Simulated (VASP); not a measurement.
Crystal: MnO.

```xyz
4
Lattice="2.6724 0.0000 2.6724 0.0000 2.6724 2.6724 0.0000 0.0000 5.3448" Properties=species:S:1:pos:R:3 pbc="T T T"
Mn    0.0000    0.0000    0.0000
Mn    0.0000    0.0000    2.6724
O     1.3362    1.3362    6.6810
O     1.3362    1.3362    4.0086
```

Base run:

```yaml
Program: VASP 6.6.1
Functional: LDA
Potentials_or_basis: VASP PAW LDA potentials, release 64 (Mn_sv, O)
Cutoff: 700 eV
k_mesh: 7 × 7 × 7
Occupations: gaussian, width 0.05 eV
Spin: collinear spin, ferromagnetic start
Starting_moments: "[4.79, 4.79, 0.21, 0.21] μB"
Hubbard_terms: Mn d U = 6.0 eV
```

Its results: pressure 8.5 GPa; site moments Mn +4.54; O +0.18 μB.

Q: The run is repeated on the same cell with these changes: moments at the start from [4.79, 4.79, 0.21, 0.21] to [4.85, 4.85, 0.6, 0.6]; fixed moment from none to 11 μB. What comes out?

A: Pressure 29.8 GPa; site moments Mn +4.61; O +0.49 μB.

Caveats: the cell stands under pressure; the run started ferromagnetic, and an antiferromagnetic order may lie lower in energy; the total moment is fixed, so each spin has its own Fermi level and the state may be an excited one (at least some runs).
